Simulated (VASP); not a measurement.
# Si2W (I4/mmm) in VASP: a series of runs

Runs on Si2W. Level: PBE. Tasks: single point.

All numbers are computed with VASP 6.6.1; they aren't measurements. Logs are shortened: lines on timing, memory, paths and dates and some standing lists are left out, and cuts for length are marked.

**1. The cell of the first run**

Symmetry: I4/mmm, No. 139, tetragonal system. The conventional cell has a = 3.229 Å, b = 3.229 Å, c = 7.868 Å, α = 90.00°, β = 90.00°, γ = 90.00°. Within 3.4 Å of Si (site symmetry 4mm) lie 9 Si at 2.60 to 3.23 Å and 5 W at 2.63 Å. W (site symmetry 4/mmm) has 10 Si at 2.63 Å and 4 W at 3.23 Å within 3.5 Å.

**2. Single point, PBE**

File INCAR:

```
SYSTEM = Si2W
  PREC = Accurate
  ENCUT = 500
  EDIFF = 1E-6
  ISMEAR = 0
  SIGMA = 0.1
  LREAL = .False.
  LASPH = .True.
  NELM = 120
  ALGO = Normal
  ISIF = 2
  LWAVE = .False.
  LCHARG = .False.
  GGA = PE
  NBANDS = 18
  GGA_COMPAT = .False.
```

File KPOINTS:

```
regular mesh
0
Gamma
  18 18 18
  0 0 0
```

File POSCAR:

```
Si2W
1.0
   -1.6146770471      1.6146770471      3.9339249815
    1.6146770471     -1.6146770471      3.9339249815
    1.6146770471      1.6146770471     -3.9339249815
Si W
2 1
Direct
    0.3345643556      0.3345643556      0.0000000000
    0.6654356444      0.6654356444      0.0000000000
    0.0000000000      0.0000000000      0.0000000000
```

Potentials or basis: VASP PAW PBE potentials, release 64 (Si, W_sv).

Command:

```
> cat potpaw_PBE.64/Si/POTCAR potpaw_PBE.64/W_sv/POTCAR > POTCAR
> mpirun -np 1 vasp_std > vasp.out
```

OUTCAR:

```text
SYSTEM = Si2W
   PREC = Accurate
   ENCUT = 500
   EDIFF = 1E-6
   ISMEAR = 0
   LREAL = .False.
   LASPH = .True.
   NELM = 120
   ISIF = 2
   GGA = PE

 ion  position               nearest neighbor table
   1  0.335  0.335  0.000-   2 2.60   3 2.63   3 2.63   3 2.63   3 2.63   3 2.63   2 2.64   2 2.64
                             2 2.64   2 2.64
   2  0.665  0.665  0.000-   1 2.60   3 2.63   3 2.63   3 2.63   3 2.63   3 2.63   1 2.64   1 2.64
                             1 2.64   1 2.64
   3  0.000  0.000  0.000-   2 2.63   2 2.63   1 2.63   1 2.63   2 2.63   2 2.63   1 2.63   1 2.63
                             1 2.63   2 2.63

  LATTYP: Found a body centered tetragonal cell.
 ALAT       =     3.2293540942
 C/A-ratio  =     2.4363540614

  Lattice vectors:

 A1 = (  -1.6146770471,   1.6146770471,   3.9339249815)
 A2 = (   1.6146770471,  -1.6146770471,   3.9339249815)
 A3 = (   1.6146770471,   1.6146770471,  -3.9339249815)

Analysis of symmetry for initial positions (statically):
=====================================================================
 Subroutine PRICEL returns:
 Original cell was already a primitive cell.

 Routine SETGRP: Setting up the symmetry group for a
 body centered tetragonal supercell.

 Subroutine GETGRP returns: Found 16 space group operations
 (whereof 16 operations were pure point group operations)
 out of a pool of 16 trial point group operations.

The static configuration has the point symmetry D_4h.

Analysis of symmetry for dynamics (positions and initial velocities):
=====================================================================
 Subroutine PRICEL returns:
 Original cell was already a primitive cell.

 Routine SETGRP: Setting up the symmetry group for a
 body centered tetragonal supercell.

 Subroutine GETGRP returns: Found 16 space group operations
 (whereof 16 operations were pure point group operations)
 out of a pool of 16 trial point group operations.

The dynamic configuration has the point symmetry D_4h.

 Subroutine INISYM returns: Found 16 space group operations
 (whereof 16 operations are pure point group operations),
 and found     1 'primitive' translations

----------------------------------------------------------------------------------------

                                     Primitive cell

  volume of cell :      41.0258

  direct lattice vectors                    reciprocal lattice vectors
    -1.614677047  1.614677047  3.933924982     0.000000000  0.309659446  0.127099526
[... 90 lines left out ...]
   EDIFFG = 0.1E-04   stopping-criterion for IOM
   NSW    =      0    number of steps for IOM
   IBRION =     -1    ionic relax: 0-MD 1-quasi-New 2-CG
   NFREE  =      0    steps in history (QN), initial steepest desc. (CG)
   ISIF   =      2    stress and relaxation
   ISYM   =      2    0-nonsym 1-usesym 2-fastsym
   POTIM  = 0.5000    time-step for ionic-motion
   TEBEG  =    0.0;   TEEND  =   0.0 temperature during run
   PSTRESS=    0.0 pullay stress
   NELECT =      22.0000    total number of electrons
   NUPDOWN=      -1.0000    fix difference up-down
   EMIN   =  10.00;   EMAX   =-10.00  energy-range for DOS
   EFERMI =   0.00;   METHOD = LEGACY
   ISMEAR =     0;   SIGMA  =   0.10  broadening in eV -4-tet -1-fermi 0-gaus
   EFERMI_NEDOS =   21; number of points for ismear=-14 and -15
   IALGO  =     38    algorithm
   IMIX   =      4    mixing-type and parameters
     AMIX     =   0.40;   BMIX     =  1.00
     AMIX_MAG =   1.60;   BMIX_MAG =  1.00
  volume/ion in A,a.u.               =      13.68        92.29
  Fermi-wavevector in a.u.,A,eV,Ry     =   1.330036  2.513403 24.068633  1.768995
  Thomas-Fermi vector in A             =   2.459153
   LORBIT       =      0    0 simple, 1 ext, 2 COOP (PROOUT), +10 PAW based schemes
   GGA     = PE    functional components
   LHFCALC =     F    Hartree Fock is set to
   AEXX    =    0.0000 exact exchange contribution
   IVDW    =     0    specifies the selected vdW correction
   LEPSILON=     F    determine dielectric tensor
   LRPA    =     F    only Hartree local field effects (RPA)
 non-spin polarized calculation
 Gauss-broadening in eV      SIGMA  =   0.10
  energy-cutoff  :      500.00
  volume of cell :       41.03
 maximum number of plane-waves:      1062
 NGX is ok and might be reduce to    36
   NGX = 17   NGY = 17   NGZ = 17

 number of electron      22.0000000 magnetization

 Free energy of the ion-electron system (eV)
  ---------------------------------------------------
  ext. energy  EPLUGINS =         0.00000000
  ---------------------------------------------------
  free energy    TOTEN  =       -24.81569943 eV

  energy without entropy =      -24.81479267  energy(sigma->0) =      -24.81524605

 E-fermi :  11.7544     XC(G=0): -12.4596

 val. band max:       11.7344410854   @ k =  -0.3889   0.5000   0.3333
 cond. band min:      11.7915912213   @ k =  -0.3889  -0.4444   0.3889
 fundamental gap:      0.0571501359
 Fermi energy:        11.7543608890

 k-point     1 :       0.0000    0.0000    0.0000
  band No.  band energies     occupation
      1     -62.1310      2.00000
      2     -26.3779      2.00000
      3     -26.3643      2.00000
      4     -26.3643      2.00000
      5      -2.2048      2.00000
      6       4.9963      2.00000
[... 481 lines left out ...]
      5      -1.3084      2.00000
      6       5.0899      2.00000
[... 10 lines left out ...]
     17      17.9545      0.00000
     18      19.8842      0.00000

 [... further k-points ...]

------------------------ aborting loop because EDIFF is reached ----------------------------------------

  FORCE on cell =-STRESS in cart. coord.  units (eV):
  Direction    XX          YY          ZZ          XY          YZ          ZX
  --------------------------------------------------------------------------------------
  -------------------------------------------------------------------------------------
  Total        0.0073054      0.0073054     -0.0149322      0.0000000     -0.0000000      0.0000000
  in kB        0.2852967      0.2852967     -0.5831471      0.0000000     -0.0000000      0.0000000
  external PRESSURE =      -0.0041845 kB  Pullay stress =       0.0000000 kB

 VOLUME and BASIS-vectors are now :
 -----------------------------------------------------------------------------
  energy-cutoff  :      500.00
  volume of cell :       41.03
      direct lattice vectors                 reciprocal lattice vectors
    -1.614677047  1.614677047  3.933924982     0.000000000  0.309659446  0.127099526
     1.614677047 -1.614677047  3.933924982     0.309659446  0.000000000  0.127099526
     1.614677047  1.614677047 -3.933924982     0.309659446  0.309659446  0.000000000

 POSITION                                       TOTAL-FORCE (eV/Angst)
 -----------------------------------------------------------------------------------
      0.00000      0.00000      2.63230         0.000000      0.000000     -0.001601
      0.00000      0.00000      5.23555         0.000000      0.000000      0.001601
      0.00000      0.00000      0.00000        -0.000000     -0.000000      0.000000
 -----------------------------------------------------------------------------------
    total drift:                                0.000000     -0.000000      0.000000

  FREE ENERGIE OF THE ION-ELECTRON SYSTEM (eV)
  ---------------------------------------------------
  free  energy   TOTEN  =       -24.8156994332 eV

  energy  without entropy=      -24.8147926741  energy(sigma->0) =      -24.81524605
```

It took 9.9 min on 1 thread of Intel Xeon 8259CL, shared host; peak memory 0.45 GiB.

Results:

```
Free energy            : -24.8157 eV
Pressure               : 0.0 GPa
Band gap on the k mesh : zero (bands 11 and 12 overlap by 1.25 eV)
```

Stress tensor (GPa, compression positive):
```
 0.03  0.00  0.00
 0.00  0.03  0.00
 0.00  0.00 -0.06
```

Caveat: spin-orbit coupling is left out, which moves the levels of the heavy elements.

**3. Single point, PBE**

File INCAR:

```
SYSTEM = Si2W
ALGO = Normal
EDIFF = 1E-6
ENCUT = 500
GGA = PE
GGA_COMPAT = .FALSE.
ISIF = 2
ISMEAR = -1
LASPH = .TRUE.
LCHARG = .FALSE.
LREAL = .FALSE.
LWAVE = .FALSE.
NBANDS = 18
NELM = 120
PREC = Accurate
SIGMA = 0.15
```

File KPOINTS:

```
k-points
0
G
  18 18 18
  0 0 0
```

File POSCAR:

```
Si2W
1.0
   -1.6144837995      1.6144837995      3.9371532286
    1.6144837995     -1.6144837995      3.9371532286
    1.6144837995      1.6144837995     -3.9371532286
Si W
2 1
Direct
    0.3344355725      0.3344355725      0.0000000000
    0.6655644275      0.6655644275      0.0000000000
    0.0000000000      0.0000000000      0.0000000000
```

Potentials or basis: VASP PAW PBE potentials, release 64 (Si, W_sv).

Command:

```
> cat potpaw_PBE.64/Si/POTCAR potpaw_PBE.64/W_sv/POTCAR > POTCAR
> mpirun -np 1 vasp_std > vasp.out
```

It took 8.6 min on 1 thread of Intel Xeon 8259CL, shared host; peak memory 0.45 GiB.

It converged, with:

- Free energy: -24.8274 eV
- Pressure: 0.0 GPa
- Band gap on the k mesh: zero (bands 11 and 12 overlap by 1.26 eV)

Forces in eV/Å, atoms in the order of the input:
```
Si   0.000  0.000 -0.002
Si   0.000  0.000  0.002
W    0.000  0.000  0.000
```

Stress tensor (GPa, compression positive):
```
 0.03  0.00  0.00
 0.00  0.03  0.00
 0.00  0.00 -0.06
```

Levels at points of the mesh, in eV from the Fermi level:
```csv
k point,band 9,band 10,band 11,band 12,band 13,band 14
"(0.00, 0.00, 0.00)",-2.81,-2.81,0.60,2.64,2.97,3.04
"(0.50, 0.00, 0.00)",-2.75,-2.72,-0.43,2.64,2.75,3.89
"(0.50, 0.50, 0.00)",-4.97,-3.21,-1.76,2.71,2.90,3.05
"(0.50, 0.50, 0.50)",-0.85,-0.85,-0.50,-0.50,0.77,4.41
```

Caveat: spin-orbit coupling is left out, which moves the levels of the heavy elements.

The gap in the log of VASP goes by the Fermi energy; the results here count the filled bands.